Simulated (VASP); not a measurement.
# Os (P6_3/mmc) in VASP: a series of runs

Os is run at these levels: r2SCAN; tasks: single point.

Program: VASP 6.6.1. These are calculated values, not measurements. Logs are shortened: lines on timing, memory, paths and dates and some standing lists are left out, and cuts for length are marked.

### Step 1. The cell of the first run

It takes space group P6_3/mmc (No. 194, hexagonal). Conventional cell: a = 2.739 Å, b = 2.739 Å, c = 4.314 Å, α = 90.00°, β = 90.00°, γ = 120.00°. Within 3.5 Å of Os (site symmetry -6m2) lie 12 Os at 2.67 to 2.74 Å.

### Step 2. Single point, r2SCAN

The input, POSCAR:

```
Os
1.0
    2.7393806551      0.0000000000      0.0000000000
   -1.3696903275      2.3723732379      0.0000000000
    0.0000000000      0.0000000000      4.3138178725
Os
2
Direct
    0.3333333333      0.6666666667      0.2500000000
    0.6666666667      0.3333333333      0.7500000000
```

The input, INCAR.step1:

```
PREC     = Accurate       # precision mode
ENCUT    = 620            # plane-wave cutoff, eV
ISMEAR   = 1              # smearing method
SIGMA    = 0.2            # smearing width, eV
LREAL    = False          # projectors in reciprocal space
LASPH    = True           # aspherical terms in the spheres
NELM     = 120            # most SCF steps
NBANDS   = 23             # bands
GGA      = PE             # functional
ALGO     = Normal         # electronic algorithm
EDIFF    = 1E-5           # SCF threshold, eV
LWAVE    = True           # write WAVECAR
LCHARG   = False          # write CHGCAR
GGA_COMPAT= False
```

The input, INCAR.step2:

```
PREC     = Accurate       # precision mode
ENCUT    = 620            # plane-wave cutoff, eV
EDIFF    = 1E-6           # SCF threshold, eV
ISMEAR   = 1              # smearing method
SIGMA    = 0.2            # smearing width, eV
LREAL    = False          # projectors in reciprocal space
LASPH    = True           # aspherical terms in the spheres
NELM     = 120            # most SCF steps
ALGO     = Normal         # electronic algorithm
ISIF     = 2              # what is computed and relaxed
LWAVE    = False          # write WAVECAR
LCHARG   = True           # write CHGCAR
METAGGA  = R2SCAN         # meta-GGA
LMIXTAU  = True         
LELF     = True           # ELF
LVHAR    = True         
NBANDS   = 23             # bands
ISTART   = 1            
GGA_COMPAT= False
```

The input, KPOINTS:

```
Automatic mesh
0
Gamma
  13 13 7
```

Potentials or basis: VASP PAW PBE potentials, release 64 (Os_sv_GW).

On the command line:

```
$ cat potpaw_PBE.64/Os_sv_GW/POTCAR > POTCAR
$ cp INCAR.step1 INCAR
$ mpirun -np 1 vasp_std > vasp.out
$ cp INCAR.step2 INCAR
$ mpirun -np 1 vasp_std > vasp.out
```

OUTCAR:

```text
PREC = Accurate
   ENCUT = 620
   EDIFF = 1E-6
   ISMEAR = 1
   LREAL = False
   LASPH = True
   NELM = 120
   ISIF = 2
   METAGGA = R2SCAN
   ISTART = 1

 ion  position               nearest neighbor table
   1  0.333  0.667  0.250-   2 2.67   2 2.67   2 2.67   2 2.67   2 2.67   2 2.67
   2  0.667  0.333  0.750-   1 2.67   1 2.67   1 2.67   1 2.67   1 2.67   1 2.67

  LATTYP: Found a hexagonal cell.
 ALAT       =     2.7393806551
 C/A-ratio  =     1.5747420368

  Lattice vectors:

 A1 = (   2.7393806551,   0.0000000000,   0.0000000000)
 A2 = (  -1.3696903275,   2.3723732379,   0.0000000000)
 A3 = (   0.0000000000,   0.0000000000,   4.3138178725)

Analysis of symmetry for initial positions (statically):
=====================================================================
 Subroutine PRICEL returns:
 Original cell was already a primitive cell.

 Routine SETGRP: Setting up the symmetry group for a
 hexagonal supercell.

 Subroutine GETGRP returns: Found 24 space group operations
 (whereof 12 operations were pure point group operations)
 out of a pool of 24 trial point group operations.

The static configuration has the point symmetry D_3d.
 The point group associated with its full space group is D_6h.

Analysis of symmetry for dynamics (positions and initial velocities):
=====================================================================
 Subroutine PRICEL returns:
 Original cell was already a primitive cell.

 Routine SETGRP: Setting up the symmetry group for a
 hexagonal supercell.

 Subroutine GETGRP returns: Found 24 space group operations
 (whereof 12 operations were pure point group operations)
 out of a pool of 24 trial point group operations.

The dynamic configuration has the point symmetry D_3d.
 The point group associated with its full space group is D_6h.

 Subroutine INISYM returns: Found 24 space group operations
 (whereof 12 operations are pure point group operations),
 and found     1 'primitive' translations

----------------------------------------------------------------------------------------

                                     Primitive cell

  volume of cell :      28.0348

  direct lattice vectors                    reciprocal lattice vectors
     2.739380655  0.000000000  0.000000000     0.365046018  0.210759417  0.000000000
[... 81 lines left out ...]
   LNONCOLLINEAR =      F non collinear calculations
   LSORBIT =      F    spin-orbit coupling
   LASPH  =      T    aspherical Exc in radial PAW
   ENCUT  =  620.0 eV  45.57 Ry    6.75 a.u.   5.56  5.56  8.76*2*pi/ulx,y,z
   NELM   =    120;   NELMIN=  2; NELMDL=  0     # of ELM steps
   EDIFF  = 0.1E-05   stopping-criterion for ELM
   LREAL  =      F    real-space projection
   EDIFFG = 0.1E-04   stopping-criterion for IOM
   NSW    =      0    number of steps for IOM
   IBRION =     -1    ionic relax: 0-MD 1-quasi-New 2-CG
   NFREE  =      0    steps in history (QN), initial steepest desc. (CG)
   ISIF   =      2    stress and relaxation
   ISYM   =      2    0-nonsym 1-usesym 2-fastsym
   POTIM  = 0.5000    time-step for ionic-motion
   TEBEG  =    0.0;   TEEND  =   0.0 temperature during run
   PSTRESS=    0.0 pullay stress
   NELECT =      32.0000    total number of electrons
   NUPDOWN=      -1.0000    fix difference up-down
   EMIN   =  10.00;   EMAX   =-10.00  energy-range for DOS
   EFERMI =   0.00;   METHOD = LEGACY
   ISMEAR =     1;   SIGMA  =   0.20  broadening in eV -4-tet -1-fermi 0-gaus
   EFERMI_NEDOS =   21; number of points for ismear=-14 and -15
   IALGO  =     38    algorithm
   IMIX   =      4    mixing-type and parameters
     AMIX     =   0.40;   BMIX     =  1.00
     AMIX_MAG =   1.60;   BMIX_MAG =  1.00
  volume/ion in A,a.u.               =      14.02        94.59
  Fermi-wavevector in a.u.,A,eV,Ry     =   1.710904  3.233141 39.826893  2.927194
  Thomas-Fermi vector in A             =   2.789117
   LORBIT       =      0    0 simple, 1 ext, 2 COOP (PROOUT), +10 PAW based schemes
   METAGGA = R2SCAN    functional components
   LHFCALC =     F    Hartree Fock is set to
   AEXX    =    0.0000 exact exchange contribution
   IVDW    =     0    specifies the selected vdW correction
   LEPSILON=     F    determine dielectric tensor
   LRPA    =     F    only Hartree local field effects (RPA)
 non-spin polarized calculation
 Methfessel and Paxton  Order N= 1 SIGMA  =   0.20
  energy-cutoff  :      620.00
  volume of cell :       28.03
 maximum number of plane-waves:      1008
 NGX is ok and might be reduce to    24
   NGX = 11   NGY = 11   NGZ = 17

 number of electron      32.0000000 magnetization

 Free energy of the ion-electron system (eV)
  ---------------------------------------------------
  ext. energy  EPLUGINS =         0.00000000
  ---------------------------------------------------
  free energy    TOTEN  =      -108.18601655 eV

  energy without entropy =     -108.18841778  energy(sigma->0) =     -108.18681696

 E-fermi :  13.6336     XC(G=0): -16.0054

 val. band max:       13.5903843123   @ k =   0.3077   0.3077   0.2857
 cond. band min:      13.6867188134   @ k =   0.4615   0.0769   0.4286
 fundamental gap:      0.0963345011
 Fermi energy:        13.6336456395

 k-point     1 :       0.0000    0.0000    0.0000
  band No.  band energies     occupation
      1     -75.2194      2.00000
      2     -75.0878      2.00000
      3     -34.5890      2.00000
      4     -33.5980      2.00000
      5     -33.5980      2.00000
      6     -33.4071      2.00000
[... 613 lines left out ...]
     22      28.8093      0.00000
     23      30.9397      0.00000

 [... further k-points ...]

------------------------ aborting loop because EDIFF is reached ----------------------------------------

  FORCE on cell =-STRESS in cart. coord.  units (eV):
  Direction    XX          YY          ZZ          XY          YZ          ZX
  --------------------------------------------------------------------------------------
  -------------------------------------------------------------------------------------
  Total       -0.1700115     -0.1700115     -0.1873587     -0.0000000      0.0000000     -0.0000000
  in kB       -9.7160949     -9.7160949    -10.7074770     -0.0000000      0.0000000     -0.0000000
  external PRESSURE =     -10.0465556 kB  Pullay stress =       0.0000000 kB

 VOLUME and BASIS-vectors are now :
 -----------------------------------------------------------------------------
  energy-cutoff  :      620.00
  volume of cell :       28.03
      direct lattice vectors                 reciprocal lattice vectors
     2.739380655  0.000000000  0.000000000     0.365046018  0.210759417  0.000000000
    -1.369690328  2.372373238  0.000000000     0.000000000  0.421518834  0.000000000
     0.000000000  0.000000000  4.313817872     0.000000000  0.000000000  0.231813217

 POSITION                                       TOTAL-FORCE (eV/Angst)
 -----------------------------------------------------------------------------------
     -0.00000      1.58158      1.07845         0.000000     -0.000000      0.000000
      1.36969      0.79079      3.23536        -0.000000      0.000000      0.000000
 -----------------------------------------------------------------------------------
    total drift:                                0.000000     -0.000000      0.000000

  FREE ENERGIE OF THE ION-ELECTRON SYSTEM (eV)
  ---------------------------------------------------
  free  energy   TOTEN  =      -108.1860165529 eV

  energy  without entropy=     -108.1884177780  energy(sigma->0) =     -108.18681696
```

OSZICAR.step1:

```text
N       E                     dE             d eps       ncg     rms          rms(c)
DAV:   1     0.349429759380E+03    0.34943E+03   -0.25021E+04  3960   0.171E+03
DAV:   2    -0.154235098431E+02   -0.36485E+03   -0.34941E+03  4636   0.501E+02
DAV:   3    -0.269040752485E+02   -0.11481E+02   -0.11393E+02  4740   0.858E+01
DAV:   4    -0.269481959826E+02   -0.44121E-01   -0.44113E-01  4214   0.605E+00
DAV:   5    -0.269483529189E+02   -0.15694E-03   -0.15693E-03  4754   0.333E-01    0.106E+02
DAV:   6    -0.249925420100E+02    0.19558E+01   -0.30877E+00  4263   0.134E+01    0.549E+01
DAV:   7    -0.247558860229E+02    0.23666E+00   -0.14129E+00  4585   0.861E+00    0.114E+01
DAV:   8    -0.247248703173E+02    0.31016E-01   -0.12898E-01  4221   0.328E+00    0.143E+00
DAV:   9    -0.247242283294E+02    0.64199E-03   -0.19860E-03  4593   0.369E-01    0.598E-01
DAV:  10    -0.247240516829E+02    0.17665E-03   -0.23185E-04  4228   0.178E-01    0.380E-01
DAV:  11    -0.247240582422E+02   -0.65592E-05   -0.21999E-06  2688   0.175E-02
   1 F= -.24724058E+02 E0= -.24725122E+02  d E =0.319007E-02
```

Run time: 3.3 min. Hardware: 1 thread of Intel Xeon Platinum 8259CL at 2.50GHz (Skylake/Cascade Lake), shared host; peak memory 0.21 GiB.

Results:

| Quantity | Value |
| --- | --- |
| Free energy | -108.1860 eV |
| Pressure | -1.0 GPa |
| Band gap on the k mesh | zero (bands 16 and 17 overlap by 3.99 eV) |

Stress tensor (GPa, compression positive):
```
-0.97  0.00  0.00
 0.00 -0.97  0.00
 0.00  0.00 -1.07
```

Caveat: the PAW data sets were made with another functional, which shifts forces and pressure a little; spin-orbit coupling is left out, which moves the levels of the heavy elements.

### Step 3. Single point, r2SCAN

POSCAR is that of step 2.

The input, INCAR.step1:

```
SYSTEM = Os
ALGO     = Normal         ! electronic algorithm
EDIFF    = 1E-5           ! SCF threshold, eV
ENCUT    = 620            ! plane-wave cutoff, eV
GGA      = PE             ! functional
GGA_COMPAT= .False.      
ISMEAR   = -1             ! smearing method
LASPH    = .True.         ! aspherical terms in the spheres
LCHARG   = .False.        ! write CHGCAR
LREAL    = .False.        ! projectors in reciprocal space
LWAVE    = .True.         ! write WAVECAR
NBANDS   = 23             ! bands
NELM     = 120            ! most SCF steps
PREC     = Accurate       ! precision mode
SIGMA    = 1.0            ! smearing width, eV
```

The input, INCAR.step2:

```
SYSTEM = Os
ALGO     = Normal         ! electronic algorithm
EDIFF    = 1E-6           ! SCF threshold, eV
ENCUT    = 620            ! plane-wave cutoff, eV
GGA_COMPAT= .False.      
ISIF     = 2              ! what is computed and relaxed
ISMEAR   = -1             ! smearing method
ISTART   = 1            
LASPH    = .True.         ! aspherical terms in the spheres
LCHARG   = .True.         ! write CHGCAR
LELF     = .True.         ! ELF
LMIXTAU  = .True.       
LREAL    = .False.        ! projectors in reciprocal space
LVHAR    = .True.       
LWAVE    = .False.        ! write WAVECAR
METAGGA  = R2SCAN         ! meta-GGA
NBANDS   = 23             ! bands
NELM     = 120            ! most SCF steps
PREC     = Accurate       ! precision mode
SIGMA    = 1.0            ! smearing width, eV
```

The input, KPOINTS:

```
k-points
0
Gamma
  13 13 7
  0 0 0
```

Potentials or basis: VASP PAW PBE potentials, release 64 (Os_sv_GW).

On the command line:

```
$ cat potpaw_PBE.64/Os_sv_GW/POTCAR > POTCAR
$ cp INCAR.step1 INCAR
$ mpirun -np 1 vasp_std > vasp.out
$ cp INCAR.step2 INCAR
$ mpirun -np 1 vasp_std > vasp.out
```

Run time: 3.2 min. Hardware: 1 thread of Intel Xeon Platinum 8259CL at 2.50GHz (Skylake/Cascade Lake), shared host; peak memory 0.21 GiB.

It converged, with:

```
Free energy            : -110.6375 eV
Pressure               : 22.7 GPa
Band gap on the k mesh : zero (bands 16 and 17 overlap by 4.00 eV)
```

Stress tensor (GPa, compression positive):
```
19.77  0.00  0.00
 0.00 19.77  0.00
 0.00  0.00 28.44
```

Levels at points of the mesh, in eV from the Fermi level:
| k point | band 14 | band 15 | band 16 | band 17 | band 18 | band 19 |
| --- | --- | --- | --- | --- | --- | --- |
| (0.00, 0.00, 0.00) | -2.34 | -2.34 | -1.71 | -1.71 | -0.13 | 1.71 |

Caveat: the stress differs along the axes, from 20 to 28 GPa; so wide a smearing shifts energies and pressures; the PAW data sets were made with another functional, which shifts forces and pressure a little; spin-orbit coupling is left out, which moves the levels of the heavy elements.

### Step 4. Single point, r2SCAN

POSCAR is that of step 3.

The input, INCAR.step1:

```
SYSTEM = Os
PREC = Accurate
ENCUT = 620
ISMEAR = -1
SIGMA = 0.2
LREAL = .FALSE.
LASPH = .TRUE.
NELM = 120
NBANDS = 23
GGA = PE
ALGO = Normal
EDIFF = 1E-5
LWAVE = .TRUE.
LCHARG = .FALSE.
GGA_COMPAT = .FALSE.
```

The input, INCAR.step2:

```
SYSTEM = Os
PREC = Accurate
ENCUT = 620
EDIFF = 1E-6
ISMEAR = -1
SIGMA = 0.2
LREAL = .FALSE.
LASPH = .TRUE.
NELM = 120
ALGO = Normal
ISIF = 2
LWAVE = .FALSE.
LCHARG = .FALSE.
METAGGA = R2SCAN
LMIXTAU = .TRUE.
NBANDS = 23
ISTART = 1
GGA_COMPAT = .FALSE.
```

The input, KPOINTS:

```
Automatic mesh
0
G
  13 13 7
  0 0 0
```

On the command line:

```
$ cat potpaw_PBE.64/Os_sv_GW/POTCAR > POTCAR
$ cp INCAR.step1 INCAR
$ mpirun -np 1 vasp_std > vasp.out
$ cp INCAR.step2 INCAR
$ mpirun -np 1 vasp_std > vasp.out
```

It took 2.3 min on 1 thread of Intel Xeon Platinum 8375C at 2.90GHz (Ice Lake), shared host; peak memory 0.21 GiB.

The run converged. Its results:

```yaml
Free_energy: -108.2615 eV
Pressure: -0.2 GPa
Band_gap_on_the_k_mesh: zero (bands 16 and 17 overlap by 3.99 eV)
```

Stress tensor (GPa, compression positive):
```
-0.47  0.00  0.00
 0.00 -0.47  0.00
 0.00  0.00  0.31
```

Levels at points of the mesh, in eV from the Fermi level:
```
           k point  band 14  band 15  band 16  band 17  band 18  band 19
(0.00, 0.00, 0.00)    -2.33    -2.33    -1.71    -1.71    -0.04     1.71
```

Caveat: the PAW data sets were made with another functional, which shifts forces and pressure a little; spin-orbit coupling is left out, which moves the levels of the heavy elements.

### Step 5. Summary

```tsv
smearing	gap on the mesh (eV)	pressure (GPa)
methfessel-paxton 0.2 eV	none	-1.0
fermi-dirac 1 eV	none	22.7
fermi-dirac 0.2 eV	none	-0.2
```

Alike in all rows: task single point; level r2SCAN; potentials or basis VASP PAW PBE potentials, release 64 (Os_sv_GW); no spin polarisation; cell as given; k mesh 13 × 13 × 7; cutoff (eV) 620.

Caveats: the PAW data sets were made with another functional, which shifts forces and pressure a little; spin-orbit coupling is left out, which moves the levels of the heavy elements; the stress differs along the axes, from 20 to 28 GPa (at least some runs); so wide a smearing shifts energies and pressures (at least some runs).

Absolute energies hang on the potentials; compare differences alone.

The gap in the log of VASP goes by the Fermi energy; the results here count the filled bands.